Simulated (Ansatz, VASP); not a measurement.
## Two plane-wave programs on ZnAu

File INCAR:

```
ALGO = Normal
EDIFF = 1E-6
ENCUT = 520
GGA = PS
ISIF = 2
ISMEAR = 0
LASPH = True
LCHARG = False
LREAL = False
LWAVE = False
NBANDS = 18
NELM = 100
PREC = Accurate
SIGMA = 0.05
```

Contents of KPOINTS:

```
k-points
0
Gamma
  10 10 10
```

File POSCAR:

```
ZnAu
1.0
    3.1275251033      0.0000000000      0.0000000000
    0.0000000000      3.1275251033      0.0000000000
    0.0000000000      0.0000000000      3.1275251033
Zn Au
1 1
Direct
    0.5000000000      0.5000000000      0.5000000000
    0.0000000000      0.0000000000      0.0000000000
```

Input for Ansatz:

```yaml
crystal:
  lattice:
    - [3.1275251033, 0.0, 0.0]
    - [0.0, 3.1275251033, 0.0]
    - [0.0, 0.0, 3.1275251033]
  atoms:
    - { symbol: Zn, position: [0.5, 0.5, 0.5] }
    - { symbol: Au, position: [0.0, 0.0, 0.0] }
basis:
  ecutwfc: 420
  ecutrho_ratio: 4
kpoints:
  mp_grid: { grid: [10, 10, 10] }
hamiltonian:
  xc: pbesol
scf:
  occupations: { method: gaussian, width: 0.05 }
output:
  forces: true
  stress: true
  eigenvalues: true
```

Alike in both runs: task single point; functional PBEsol; k mesh 10 × 10 × 10; occupations gaussian, width 0.05 eV; no spin polarisation.

|  | VASP | Ansatz |
| --- | --- | --- |
| version | VASP 6.6.1 | Ansatz 0.2.0 |
| potentials or method | VASP PAW PBE potentials, release 64 (Zn, Au), cutoff 520 eV | scalar-relativistic, plane waves, PAW |
| valence electrons in the cell | 23 | 31 |

|  | VASP | Ansatz | Ansatz less VASP |
| --- | --- | --- | --- |
| gap on the k mesh at the Fermi level (eV) | none | none | - |
| pressure (GPa) | 0.1 | 0.0 | -0.13 |

VASP's potentials were made for PBE, not for PBEsol. A gap of «none» marks a metal or a gap that the smearing closes. VASP's potentials hold 23 valence electrons a cell and Ansatz's 31, so a difference there can come from the potentials and not from the codes.

Spin-orbit coupling is off throughout.
